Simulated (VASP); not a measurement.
Runs of VASP 6.6.1 on Tl. The structure is that of space group P6_3/mmc (No. 194), or close to it. The cells are those of the table. 

```tsv
cell	k mesh	gap on the mesh (eV)	pressure (GPa)
a = 3.339, b = 3.339, c = 10.837 Å, angles 90.0, 90.0, 120.0°, 4 atoms	12 × 12 × 4	none	(a)
a = 3.433, b = 3.433, c = 11.142 Å, angles 90.0, 90.0, 120.0°, 4 atoms	12 × 12 × 4	none	-0.1
a = 3.387, b = 3.387, c = 10.992 Å, angles 90.0, 90.0, 120.0°, 4 atoms	12 × 12 × 4	none	1.6
a = 3.290, b = 3.290, c = 10.678 Å, angles 90.0, 90.0, 120.0°, 4 atoms	12 × 12 × 4	none	6.6
a = 3.433, b = 3.433, c = 11.142 Å, angles 90.0, 90.0, 120.0°, 4 atoms	11 × 11 × 3	none	-0.1
```

Alike in all rows: task single point; level PBEsol; potentials or basis VASP PAW PBE potentials, release 64 (Tl_d); no spin polarisation; cutoff (eV) 520; smearing fermi-dirac 0.1 eV.

**Question.** Fill in the values left out.

**Answer.** (a) 3.8.

Caveats: the PAW data sets were made with another functional, which shifts forces and pressure a little; spin-orbit coupling is left out, which moves the levels of the heavy elements.

A k mesh can miss the band edges, and the runs leave out spin-orbit coupling on Tl.

A gap of «none» marks levels without a gap at the run's occupations.
